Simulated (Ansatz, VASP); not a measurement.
**Two plane-wave programs on HgTe**

```
CELL_PARAMETERS angstrom
3.03190 -3.51255 0.00000
3.03190 3.51255 0.00000
0.00000 0.00000 5.87446
ATOMIC_POSITIONS crystal
Hg 0.65695 0.34305 0.25000
Hg 0.34305 0.65695 0.75000
Te 0.21519 0.78481 0.25000
Te 0.78481 0.21519 0.75000
```

Alike in both runs: task single point; functional PBE; k mesh 6 × 6 × 5; occupations fermi-dirac, width 0.05 eV; no spin polarisation.

```csv
,VASP,Ansatz
version,VASP 6.6.1,Ansatz 0.2.0
potentials or method,"VASP PAW PBE potentials, release 64 (Hg, Te)",Ansatz PAW
plane-wave cutoff (eV),520,420
valence electrons in the cell,36,72
```

VASP gave:

| Quantity | Value |
| --- | --- |
| gap on the k mesh at the Fermi level (eV) | none |
| pressure (GPa) | -1.7 |
| traceless stress, the component that is largest in VASP (GPa) | 0.43 |
| rms of the force components (eV/Å) | 0.075 |

Question: Which values does Ansatz return?

Answer: gap on the k mesh at the Fermi level (eV): none; pressure (GPa): -1.7; traceless stress, the component that is largest in VASP (GPa): 0.44; rms of the force components (eV/Å): 0.079.

Atom by atom the forces differ by 0.004 eV/Å (rms over components). A gap of «none» marks a metal or a gap that the smearing closes. VASP's potentials hold 36 valence electrons a cell and Ansatz's 72, so a difference there can come from the potentials and not from the codes.

Neither program's run includes spin-orbit coupling.
